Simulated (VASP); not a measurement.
# MgO (zincblende type) (F-43m) in VASP: a series of runs

The runs below take MgO (zincblende type) through single point, relaxation of cell and atoms, with r2SCAN.

All numbers are computed with VASP 6.6.1; they aren't measurements. Logs are shortened: lines on timing, memory, paths and dates and some standing lists are left out, and cuts for length are marked.

### 1 The cell of the first run

Symmetry: F-43m, No. 216, cubic system. Conventional cell: a = 4.237 Å, b = 4.237 Å, c = 4.237 Å, α = 90.00°, β = 90.00°, γ = 90.00°. Within 2.4 Å of Mg (site symmetry -43m) lie 4 O at 1.83 Å. Within 2.4 Å of O (site symmetry -43m) lie 4 Mg at 1.83 Å.

### 2 Single point, r2SCAN (volume scaled by 0.8)

File POSCAR:

```
MgO
1.0
    0.0000000000      2.1186707176      2.1186707176
    2.1186707176      0.0000000000      2.1186707176
    2.1186707176      2.1186707176      0.0000000000
Mg O
1 1
Direct
    0.0000000000      0.0000000000      0.0000000000
    0.2500000000      0.2500000000      0.2500000000
```

File INCAR.step1:

```
SYSTEM = MgO
ALGO     = Normal         ! electronic algorithm
EDIFF    = 1E-4           ! SCF threshold, eV
ENCUT    = 520            ! plane-wave cutoff, eV
GGA      = PE             ! functional
ISMEAR   = -1             ! smearing method
LASPH    = .TRUE.         ! aspherical terms in the spheres
LCHARG   = .FALSE.        ! write CHGCAR
LREAL    = .FALSE.        ! projectors in reciprocal space
LWAVE    = .TRUE.         ! write WAVECAR
NBANDS   = 11             ! bands
NELM     = 80             ! most SCF steps
PREC     = Accurate       ! precision mode
SIGMA    = 0.1            ! smearing width, eV
```

File INCAR.step2:

```
SYSTEM = MgO
ALGO     = Normal         ! electronic algorithm
EDIFF    = 1E-6           ! SCF threshold, eV
ENCUT    = 520            ! plane-wave cutoff, eV
ISIF     = 2              ! what is computed and relaxed
ISMEAR   = -1             ! smearing method
ISTART   = 1            
LASPH    = .TRUE.         ! aspherical terms in the spheres
LCHARG   = .TRUE.         ! write CHGCAR
LELF     = .TRUE.         ! ELF
LMIXTAU  = .TRUE.       
LREAL    = .FALSE.        ! projectors in reciprocal space
LVHAR    = .TRUE.       
LWAVE    = .FALSE.        ! write WAVECAR
METAGGA  = R2SCAN         ! meta-GGA
NBANDS   = 11             ! bands
NELM     = 80             ! most SCF steps
PREC     = Accurate       ! precision mode
SIGMA    = 0.1            ! smearing width, eV
```

File KPOINTS:

```
k-points
0
G
  16 16 16
  0 0 0
```

Potentials or basis: VASP PAW PBE potentials, release 64 (Mg, O).

On the command line:

```console
$ cat potpaw_PBE.64/Mg/POTCAR potpaw_PBE.64/O/POTCAR > POTCAR
$ cp INCAR.step1 INCAR
$ mpirun -np 1 vasp_std > vasp.out
$ cp INCAR.step2 INCAR
$ mpirun -np 1 vasp_std > vasp.out
```

OUTCAR:

```text
SYSTEM = MgO
   EDIFF = 1E-6
   ENCUT = 520
   ISIF = 2
   ISMEAR = -1
   ISTART = 1
   LASPH = .TRUE.
   LREAL = .FALSE.
   METAGGA = R2SCAN
   NELM = 80
   PREC = Accurate

 ion  position               nearest neighbor table
   1  0.000  0.000  0.000-   2 1.83   2 1.83   2 1.83   2 1.83
   2  0.250  0.250  0.250-   1 1.83   1 1.83   1 1.83   1 1.83

  LATTYP: Found a face centered cubic cell.
 ALAT       =     4.2373414352

  Lattice vectors:

 A1 = (   0.0000000000,   2.1186707176,   2.1186707176)
 A2 = (   2.1186707176,   0.0000000000,   2.1186707176)
 A3 = (   2.1186707176,   2.1186707176,   0.0000000000)

Analysis of symmetry for initial positions (statically):
=====================================================================
 Subroutine PRICEL returns:
 Original cell was already a primitive cell.

 Routine SETGRP: Setting up the symmetry group for a
 face centered cubic supercell.

 Subroutine GETGRP returns: Found 24 space group operations
 (whereof 24 operations were pure point group operations)
 out of a pool of 48 trial point group operations.

The static configuration has the point symmetry T_d .

Analysis of symmetry for dynamics (positions and initial velocities):
=====================================================================
 Subroutine PRICEL returns:
 Original cell was already a primitive cell.

 Routine SETGRP: Setting up the symmetry group for a
 face centered cubic supercell.

 Subroutine GETGRP returns: Found 24 space group operations
 (whereof 24 operations were pure point group operations)
 out of a pool of 48 trial point group operations.

The dynamic configuration has the point symmetry T_d .

 Subroutine INISYM returns: Found 24 space group operations
 (whereof 24 operations are pure point group operations),
 and found     1 'primitive' translations

----------------------------------------------------------------------------------------

                                     Primitive cell

  volume of cell :      19.0204

  direct lattice vectors                    reciprocal lattice vectors
     0.000000000  2.118670718  2.118670718    -0.235997031  0.235997031  0.235997031
     2.118670718  0.000000000  2.118670718     0.235997031 -0.235997031  0.235997031
     2.118670718  2.118670718  0.000000000     0.235997031  0.235997031 -0.235997031

  length of vectors
     2.996252863  2.996252863  2.996252863     0.408758849  0.408758849  0.408758849

  position of ions in fractional coordinates (direct lattice)
     0.000000000  0.000000000  0.000000000
     0.250000000  0.250000000  0.250000000

  ion indices of the primitive-cell ions
   primitive index   ion index
                 1           1
[... 85 lines left out ...]
   NUPDOWN=      -1.0000    fix difference up-down
   EMIN   =  10.00;   EMAX   =-10.00  energy-range for DOS
   EFERMI =   0.00;   METHOD = LEGACY
   ISMEAR =    -1;   SIGMA  =   0.10  broadening in eV -4-tet -1-fermi 0-gaus
   EFERMI_NEDOS =   21; number of points for ismear=-14 and -15
   IALGO  =     38    algorithm
   IMIX   =      4    mixing-type and parameters
     AMIX     =   0.40;   BMIX     =  1.00
     AMIX_MAG =   1.60;   BMIX_MAG =  1.00
  volume/ion in A,a.u.               =       9.51        64.18
  Fermi-wavevector in a.u.,A,eV,Ry     =   1.226586  2.317912 20.470148  1.504513
  Thomas-Fermi vector in A             =   2.361581
   LORBIT       =      0    0 simple, 1 ext, 2 COOP (PROOUT), +10 PAW based schemes
   METAGGA = R2SCAN    functional components
   LHFCALC =     F    Hartree Fock is set to
   AEXX    =    0.0000 exact exchange contribution
   IVDW    =     0    specifies the selected vdW correction
   LEPSILON=     F    determine dielectric tensor
   LRPA    =     F    only Hartree local field effects (RPA)
 non-spin polarized calculation
  energy-cutoff  :      520.00
  volume of cell :       19.02
 maximum number of plane-waves:       533
 NGX is ok and might be reduce to    24
   NGX = 11   NGY = 11   NGZ = 11

 number of electron       8.0000005 magnetization

 Free energy of the ion-electron system (eV)
  ---------------------------------------------------
  ext. energy  EPLUGINS =         0.00000000
  ---------------------------------------------------
  free energy    TOTEN  =       -15.31588415 eV

  energy without entropy =      -15.31588415  energy(sigma->0) =      -15.31588415

 E-fermi :   3.8517     XC(G=0): -11.2376

 val. band max:        1.6391430436   @ k =  -0.0625   0.0625   0.0000
 cond. band min:       7.4365223860   @ k =   0.0000   0.0000   0.0000
 fundamental gap:      5.7973793424
 Fermi energy:         3.8517074892

 k-point     1 :       0.0000    0.0000    0.0000
  band No.  band energies     occupation
      1     -15.9213      2.00000
      2       1.6339      2.00000
      3       1.6340      2.00000
      4       1.6340      2.00000
      5       7.4365      0.00000
      6      22.1885      0.00000
      7      22.1885      0.00000
      8      22.1885      0.00000
      9      25.2729      0.00000
     10      25.2730      0.00000
     11      25.9908      0.00000
[... 309 lines left out ...]
 k-point    24 :      -0.0625    0.0625    0.0000
  band No.  band energies     occupation
      1     -15.8289      2.00000
      2       1.1363      2.00000
      3       1.5621      2.00000
      4       1.6391      2.00000
      5       8.0376      0.00000
      6      21.1554      0.00000
      7      21.8222      0.00000
      8      22.2012      0.00000
      9      23.2918      0.00000
     10      24.4220      0.00000
     11      26.4338      0.00000

 [... further k-points ...]

------------------------ aborting loop because EDIFF is reached ----------------------------------------

  FORCE on cell =-STRESS in cart. coord.  units (eV):
  Direction    XX          YY          ZZ          XY          YZ          ZX
  --------------------------------------------------------------------------------------
  -------------------------------------------------------------------------------------
  Total        5.2581396      5.2581396      5.2581396      0.0000000     -0.0000000     -0.0000000
  in kB      442.9169564    442.9169564    442.9169564      0.0000000     -0.0000000     -0.0000000
  external PRESSURE =     442.9169564 kB  Pullay stress =       0.0000000 kB

 VOLUME and BASIS-vectors are now :
 -----------------------------------------------------------------------------
  energy-cutoff  :      520.00
  volume of cell :       19.02
      direct lattice vectors                 reciprocal lattice vectors
     0.000000000  2.118670718  2.118670718    -0.235997031  0.235997031  0.235997031
     2.118670718  0.000000000  2.118670718     0.235997031 -0.235997031  0.235997031
     2.118670718  2.118670718  0.000000000     0.235997031  0.235997031 -0.235997031

 POSITION                                       TOTAL-FORCE (eV/Angst)
 -----------------------------------------------------------------------------------
      0.00000      0.00000      0.00000         0.000000      0.000000      0.000000
      1.05934      1.05934      1.05934        -0.000000     -0.000000     -0.000000
 -----------------------------------------------------------------------------------
    total drift:                               -0.000006     -0.000006     -0.000005

  FREE ENERGIE OF THE ION-ELECTRON SYSTEM (eV)
  ---------------------------------------------------
  free  energy   TOTEN  =       -15.3158841473 eV

  energy  without entropy=      -15.3158841472  energy(sigma->0) =      -15.31588415
```

OSZICAR.step1:

```text
N       E                     dE             d eps       ncg     rms          rms(c)
DAV:   1     0.143146471740E+02    0.14315E+02   -0.47026E+03  3678   0.642E+02
DAV:   2    -0.128712518363E+02   -0.27186E+02   -0.26623E+02  3716   0.141E+02
DAV:   3    -0.134264580587E+02   -0.55521E+00   -0.55484E+00  3921   0.173E+01
DAV:   4    -0.134280136392E+02   -0.15556E-02   -0.15556E-02  3510   0.105E+00
DAV:   5    -0.134280195783E+02   -0.59391E-05   -0.59390E-05  3747   0.624E-02    0.886E+00
DAV:   6    -0.110516784064E+02    0.23763E+01   -0.12488E+01  3499   0.198E+01    0.237E+00
DAV:   7    -0.110327823452E+02    0.18896E-01   -0.65910E-02  3568   0.230E+00    0.151E+00
DAV:   8    -0.110276329070E+02    0.51494E-02   -0.29734E-02  3409   0.198E+00    0.260E-01
DAV:   9    -0.110271799576E+02    0.45295E-03   -0.60150E-04  3823   0.164E-01    0.171E-01
DAV:  10    -0.110271744024E+02    0.55552E-05   -0.13524E-03  3447   0.257E-01    0.165E-02
DAV:  11    -0.110271790589E+02   -0.46565E-05   -0.11287E-05  1685   0.277E-02
   1 F= -.11027179E+02 E0= -.11027179E+02  d E =-.108321E-09
```

It took 36 s on 1 thread of Intel Xeon 6975P-C (Granite Rapids), shared host; peak memory 0.16 GiB.

What came out:

```yaml
Free_energy: -15.3159 eV
Pressure: 44.3 GPa
Band_gap_on_the_k_mesh: 5.80 eV, indirect (least direct gap 5.80 eV)
```

Caveat: the cell differs from its parent crystal (volume scaled by 0.8); the PAW data sets were made with another functional, which shifts forces and pressure a little. A k mesh can miss the band edges.

### 3 Single point, r2SCAN

This run uses another cell than the first one, of 11.89 Å³/atom, 1.250 times its volume.

File POSCAR:

```
MgO
1.0
    0.0000000000      2.2822688454      2.2822688454
    2.2822688454      0.0000000000      2.2822688454
    2.2822688454      2.2822688454      0.0000000000
Mg O
1 1
Direct
    0.0000000000      0.0000000000      0.0000000000
    0.2500000000      0.2500000000      0.2500000000
```

File INCAR.step1:

```
SYSTEM = MgO
ALGO = Normal
EDIFF = 1E-4
ENCUT = 520
GGA = PE
ISMEAR = -1
LASPH = .True.
LCHARG = .False.
LREAL = .False.
LWAVE = .True.
NBANDS = 11
NELM = 100
PREC = Accurate
SIGMA = 0.1
```

File INCAR.step2:

```
SYSTEM = MgO
ALGO = Normal
EDIFF = 1E-7
ENCUT = 520
ISIF = 2
ISMEAR = -1
ISTART = 1
LASPH = .True.
LCHARG = .False.
LMIXTAU = .True.
LREAL = .False.
LWAVE = .False.
METAGGA = R2SCAN
NBANDS = 11
NELM = 100
PREC = Accurate
SIGMA = 0.1
```

File KPOINTS:

```
k-points
0
Gamma
  16 16 16
  0 0 0
```

Potentials or basis: VASP PAW PBE potentials, release 64 (Mg, O).

On the command line:

```console
$ cat potpaw_PBE.64/Mg/POTCAR potpaw_PBE.64/O/POTCAR > POTCAR
$ cp INCAR.step1 INCAR
$ mpirun -np 1 vasp_std > vasp.out
$ cp INCAR.step2 INCAR
$ mpirun -np 1 vasp_std > vasp.out
```

Wall time 42 s (1 thread of Intel Xeon 6975P-C (Granite Rapids), shared host); peak memory 0.17 GiB.

The run converged. Its results:

```
Free energy            : -15.8539 eV
Pressure               : -0.6 GPa
Band gap on the k mesh : 4.32 eV, indirect (the least direct gap lies 0.4 meV higher)
```

Levels at points of the mesh, in eV from the valence-band top:
```tsv
k point	band 2	band 3	band 4	band 5	band 6	band 7
(0.00, 0.00, 0.00)	0.00	0.00	0.00	4.32	17.91	17.91
(0.50, 0.00, 0.00)	-3.02	-0.18	-0.18	9.62	10.53	15.54
(0.50, 0.50, 0.00)	-2.50	-0.75	-0.75	6.94	12.48	15.32
```

Caveat: the PAW data sets were made with another functional, which shifts forces and pressure a little. A k mesh can miss the band edges.

### 4 Relaxation of cell and atoms, r2SCAN

This run uses another cell than the first one, of 11.34 Å³/atom, 1.193 times its volume.

File POSCAR:

```
MgO
1.0
    0.0000000000      2.2468001554      2.2468001554
    2.2468001554      0.0000000000      2.2468001554
    2.2468001554      2.2468001554      0.0000000000
Mg O
1 1
Direct
    0.0000000000      0.0000000000      0.0000000000
    0.2500000000      0.2500000000      0.2500000000
```

File INCAR.step1:

```
PREC     = Accurate       # precision mode
ENCUT    = 600            # plane-wave cutoff, eV
ISMEAR   = -1             # smearing method
SIGMA    = 0.1            # smearing width, eV
LREAL    = F              # projectors in reciprocal space
LASPH    = T              # aspherical terms in the spheres
NELM     = 60             # most SCF steps
GGA      = PE             # functional
ALGO     = Normal         # electronic algorithm
EDIFF    = 1E-4           # SCF threshold, eV
LWAVE    = T              # write WAVECAR
LCHARG   = F              # write CHGCAR
```

File INCAR.step2:

```
PREC     = Accurate       # precision mode
ENCUT    = 600            # plane-wave cutoff, eV
EDIFF    = 1E-6           # SCF threshold, eV
ISMEAR   = -1             # smearing method
SIGMA    = 0.1            # smearing width, eV
LREAL    = F              # projectors in reciprocal space
LASPH    = T              # aspherical terms in the spheres
NELM     = 60             # most SCF steps
ALGO     = Normal         # electronic algorithm
ISIF     = 3              # what is computed and relaxed
LWAVE    = F              # write WAVECAR
LCHARG   = F              # write CHGCAR
METAGGA  = R2SCAN         # meta-GGA
LMIXTAU  = T            
IBRION   = 2              # ionic algorithm
NSW      = 60             # ionic steps
EDIFFG   = -0.005         # ionic threshold
ISTART   = 1
```

File KPOINTS:

```
Automatic mesh
0
Gamma
  16 16 16
```

Potentials or basis: VASP PAW PBE potentials, release 64 (Mg, O).

On the command line:

```console
$ cat potpaw_PBE.64/Mg/POTCAR potpaw_PBE.64/O/POTCAR > POTCAR
$ cp INCAR.step1 INCAR
$ mpirun -np 1 vasp_std > vasp.out
$ cp INCAR.step2 INCAR
$ mpirun -np 1 vasp_std > vasp.out
```

OUTCAR:

```text
PREC = Accurate
   ENCUT = 600
   EDIFF = 1E-6
   ISMEAR = -1
   LREAL = F
   LASPH = T
   NELM = 60
   ISIF = 3
   METAGGA = R2SCAN
   IBRION = 2
   NSW = 60
   EDIFFG = -0.005
   ISTART = 1

 ion  position               nearest neighbor table
   1  0.000  0.000  0.000-   2 1.95   2 1.95   2 1.95   2 1.95
   2  0.250  0.250  0.250-   1 1.95   1 1.95   1 1.95   1 1.95

  LATTYP: Found a face centered cubic cell.
 ALAT       =     4.4936003108

  Lattice vectors:

 A1 = (   0.0000000000,   2.2468001554,   2.2468001554)
 A2 = (   2.2468001554,   0.0000000000,   2.2468001554)
 A3 = (   2.2468001554,   2.2468001554,   0.0000000000)

Analysis of symmetry for initial positions (statically):
=====================================================================
[... 259 lines left out ...]
 fundamental gap:      4.3550820239
 Fermi energy:         2.5784322821

 k-point     1 :       0.0000    0.0000    0.0000
  band No.  band energies     occupation
      1     -16.4629      2.00000
      2       0.3851      2.00000
      3       0.3851      2.00000
      4       0.3851      2.00000
      5       4.7407      0.00000
      6      18.3650      0.00000
      7      18.3650      0.00000
      8      18.3650      0.00000
[... 243 lines left out ...]
 k-point    24 :      -0.0625    0.0625    0.0000
  band No.  band energies     occupation
      1     -16.4022      2.00000
      2      -0.0583      2.00000
      3       0.3214      2.00000
      4       0.3856      2.00000
      5       5.3045      0.00000
      6      17.5494      0.00000
      7      17.9993      0.00000
      8      18.5395      0.00000

 [... further k-points ...]

------------------------ aborting loop because EDIFF is reached ----------------------------------------

  FORCE on cell =-STRESS in cart. coord.  units (eV):
  Direction    XX          YY          ZZ          XY          YZ          ZX
  --------------------------------------------------------------------------------------
  -------------------------------------------------------------------------------------
  Total        0.0018764      0.0018764      0.0018764      0.0000000      0.0000000     -0.0000000
  in kB        0.1271691      0.1271691      0.1271691      0.0000000      0.0000000     -0.0000000
  external PRESSURE =       0.1271691 kB  Pullay stress =       0.0000000 kB
[... 17 lines left out ...]
  FREE ENERGIE OF THE ION-ELECTRON SYSTEM (eV)
  ---------------------------------------------------
  free  energy   TOTEN  =       -15.8559033442 eV

  energy  without entropy=      -15.8559033440  energy(sigma->0) =      -15.85590334

 reached required accuracy - stopping structural energy minimisation
```

OUTCAR.step1:

```text
PREC = Accurate
   ENCUT = 600
   ISMEAR = -1
   LREAL = F
   LASPH = T
   NELM = 60
[... 483 lines left out ...]
 -----------------------------------------------------------------------------------
      0.00000      0.00000      0.00000         0.000000      0.000000      0.000000
      1.12340      1.12340      1.12340        -0.000000     -0.000000     -0.000000
 -----------------------------------------------------------------------------------
    total drift:                               -0.000000     -0.000000     -0.000000

  FREE ENERGIE OF THE ION-ELECTRON SYSTEM (eV)
  ---------------------------------------------------
  free  energy   TOTEN  =       -11.6502215467 eV

  energy  without entropy=      -11.6502215464  energy(sigma->0) =      -11.65022155
```

Run time: 2.6 min. Hardware: 1 thread of Intel Xeon 6975P-C (Granite Rapids), shared host; peak memory 0.2 GiB.

What came out:

```yaml
Free_energy: -15.8559 eV
Relaxed_volume: 11.82 Å³/atom
Relaxed_cell: a = 3.221 Å, b = 3.221 Å, c = 3.221 Å, α = 60.00°, β = 60.00°, γ = 60.00°
Space_group_after_relaxing_to_0.05_Å: F-43m (No. 216)
Energy_gained_by_relaxing: 8.4 meV/atom
Ionic_steps: 3
Pressure_after_relaxing: 0.0 GPa
Band_gap_on_the_k_mesh: 4.36 eV, indirect (the least direct gap lies 0.5 meV higher)
```

Step by step:
```csv
step,energy change (eV),largest force (eV/Å),pressure (GPa),volume (Å³)
1,0.0000,0.0000,5.80,22.68
2,-0.0138,0.0000,-2.17,24.06
3,-0.0167,0.0000,0.01,23.64
```

Final structure:
```
Mg O
1.0
     0.00000    2.27792    2.27792
     2.27792    0.00000    2.27792
     2.27792    2.27792    0.00000
Mg O
1 1
Direct
  0.00000 0.00000 0.00000
  0.25000 0.25000 0.25000
```

Caveat: the PAW data sets were made with another functional, which shifts forces and pressure a little.

### 5 Overview

| task | cell | cutoff (eV) | gap on the mesh (eV) | pressure (GPa) |
| --- | --- | --- | --- | --- |
| single point | a = 2.996 Å, angles 60.0°, 2 atoms | 520 | 5.80 | 44.3 |
| single point | a = 3.228 Å, angles 60.0°, 2 atoms | 520 | 4.32 | -0.6 |
| relaxation of cell and atoms | relaxed from a = 3.177 Å, angles 60.0°, 2 atoms | 600 | 4.36 | 0.0 |

Alike in all rows: level r2SCAN; potentials or basis VASP PAW PBE potentials, release 64 (Mg, O); no spin polarisation; k mesh 16 × 16 × 16; smearing fermi-dirac 0.1 eV.

Caveats: the PAW data sets were made with another functional, which shifts forces and pressure a little.

Total energies depend on the potentials used, so only differences within one code and one set of settings carry meaning.
